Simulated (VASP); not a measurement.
W, 1 atom in the cell. Symmetry: Immm, No. 71, orthorhombic system. Conventional cell: a = 2.403 Å, b = 3.251 Å, c = 3.998 Å, α = 90.00°, β = 90.00°, γ = 90.00°. Within 3.3 Å of W (site symmetry mmm) lie 12 W at 2.40 to 3.25 Å.  This cell differs from its parent crystal: engineering shear strain xz -0.3000, normal strain along z +0.0000.

| Property | Result |
| --- | --- |
| Program | VASP 6.6.1 |
| Task | single point |
| Functional | PBEsol |
| Potentials or basis | VASP PAW PBE potentials, release 64 (W_sv) |
| Cutoff | 500 eV |
| k mesh | 20 × 20 × 20 |
| Occupations | gaussian, width 0.15 eV |
| Spin | no spin polarisation |
| Dipole correction | no |
| Further INCAR settings | ALGO = Normal; EDIFF = 1e-06; NBANDS = 13 |

Potentials or basis: VASP PAW PBE potentials, release 64 (W_sv).

Run with:

```sh
$ cat potpaw_PBE.64/W_sv/POTCAR > POTCAR
$ mpirun -np 1 vasp_std > vasp.out
```

Hardware: 1 thread of Intel(R) Xeon(R) 6975P-C (Granite Rapids), on a shared host.

**Question.** How long does it take, and how much memory?

**Answer.** Wall time 46 s on 1 thread of Intel(R) Xeon(R) 6975P-C (Granite Rapids) (shared host), peak memory 0.31 GiB. Counts: scf iterations 11, k points 1166.
